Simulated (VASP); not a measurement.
Here is a VASP 6.6.1 calculation.

File INCAR:

```
SYSTEM = Cd
ALGO     = Normal         ! electronic algorithm
EDIFF    = 1E-8           ! SCF threshold, eV
ENCUT    = 500            ! plane-wave cutoff, eV
GGA      = RP             ! functional
GGA_COMPAT= .False.      
IBRION   = 6              ! ionic algorithm
ISIF     = 3              ! what is computed and relaxed
ISMEAR   = -1             ! smearing method
IVDW     = 13             ! dispersion correction
LASPH    = .True.         ! aspherical terms in the spheres
LCHARG   = .False.        ! write CHGCAR
LREAL    = .False.        ! projectors in reciprocal space
LWAVE    = .False.        ! write WAVECAR
NELM     = 120            ! most SCF steps
NFREE    = 2            
NSW      = 1              ! ionic steps
POTIM    = 0.015          ! step
PREC     = Accurate       ! precision mode
SIGMA    = 0.15           ! smearing width, eV
```

File KPOINTS:

```
k-points
0
Gamma
  7 7 7
  0 0 0
```

Contents of POSCAR:

```
Cd
1.0
    0.0000000000      2.2181497500      2.2181497500
    2.2181497500      0.0000000000      2.2181497500
    2.2181497500      2.2181497500      0.0000000000
Cd
1
Direct
    0.0000000000      0.0000000000      0.0000000000
```

Potentials or basis: VASP PAW PBE potentials, release 64 (Cd).

Command:

```console
$ cat potpaw_PBE.64/Cd/POTCAR > POTCAR
$ mpirun -np 1 vasp_std > vasp.out
```

What does it give for the elastic constants C11, C12, C44?

109, 23, 38 GPa.

Predict the Voigt bulk modulus.

51 GPa.

Estimate the dispersion energy per atom.

-0.787 eV.

Elastic tensor in Voigt notation (GPa, in the Cartesian axes of the cell as first typed):
```
109  23  23   0   0   0
 23 109  23   0   0   0
 23  23 109   0   0   0
  0   0   0  38   0   0
  0   0   0   0  38   0
  0   0   0   0   0  38
```

Caveat: the PAW data sets were made with another functional, which shifts forces and pressure a little.
